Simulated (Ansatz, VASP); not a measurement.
# Two plane-wave programs on MgO

```
CELL_PARAMETERS angstrom
3.00792 0.00000 0.00000
-1.50396 2.60494 0.00000
0.00000 0.00000 26.05182
ATOMIC_POSITIONS crystal
O 0.33333 0.66667 0.29394
O 0.00000 0.00000 0.38464
O 0.66667 0.33333 0.47916
O 0.33333 0.66667 0.57403
O 0.00000 0.00000 0.66892
Mg 0.66667 0.33333 0.32868
Mg 0.33333 0.66667 0.42490
Mg 0.00000 0.00000 0.51986
Mg 0.66667 0.33333 0.61479
Mg 0.33333 0.66667 0.71109
```

Alike in both runs: functional PBE; k mesh 9 × 9 × 1; occupations gaussian, width 0.05 eV; no spin polarisation.

Ansatz relaxed the structure, and its values are those at the end. VASP's run is a single point on that final structure, the one shown.

|  | VASP | Ansatz |
| --- | --- | --- |
| version | VASP 6.6.1 | Ansatz 0.2.0 |
| potentials or method | VASP PAW PBE potentials, release 64 (O, Mg), cutoff 520 eV | scalar-relativistic, plane waves, PAW |
| valence electrons in the cell | 40 | 80 |

```csv
,VASP,Ansatz,Ansatz less VASP
gap on the k mesh at the Fermi level (eV),none,none,-
rms of the force components (eV/Å),0.014,0.002,-0.0117
```

A gap of «none» marks a metal or a gap that the smearing closes. VASP's potentials hold 40 valence electrons a cell and Ansatz's 80, so a difference there can come from the potentials and not from the codes. Ansatz's warnings: vacuum below fermi, xc potential rough in thin density.
